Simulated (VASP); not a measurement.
A run of VASP 6.6.1:

File INCAR:

```
ALGO = Fast ; EDIFF = 1E-6
EDIFFG = -0.04 ; ENCUT = 600
GGA = PE ; IBRION = 2
ISIF = 3 ; ISMEAR = 0
LASPH = True ; LCHARG = False
LREAL = False ; LWAVE = False
NELM = 100 ; NSW = 90
PREC = Accurate ; SIGMA = 0.1
```

Contents of KPOINTS:

```
k-points
0
Gamma
  4 4 6
```

POSCAR

```
SiSeF2
1.0
    4.7614077963      0.0000000000      0.0000000000
    0.0000000000      4.7614077963      0.0000000000
    0.0000000000      0.0000000000      2.7120070696
Si Se F
1 1 2
Direct
    0.5000000000      0.5000000000      0.5000000000
    0.0000000000      0.0000000000      0.0000000000
    0.0000000000      0.5000000000      0.0000000000
    0.5000000000      0.0000000000      0.0000000000
```

Potentials or basis: VASP PAW PBE potentials, release 64 (Si, Se, F).

Command:

```sh
$ cat potpaw_PBE.64/Si/POTCAR potpaw_PBE.64/Se/POTCAR potpaw_PBE.64/F/POTCAR > POTCAR
$ mpirun -np 1 vasp_std > vasp.out
```

Hardware: 1 thread of Oxide Virtual Turin-like Processor, on a shared host.

Q: How long does it take, and how much memory?

A: Run time: 2.3 min on 1 thread of Oxide Virtual Turin-like Processor (shared host), peak memory 0.18 GiB. Counts: scf iterations 47, k points 24, ion steps 5.
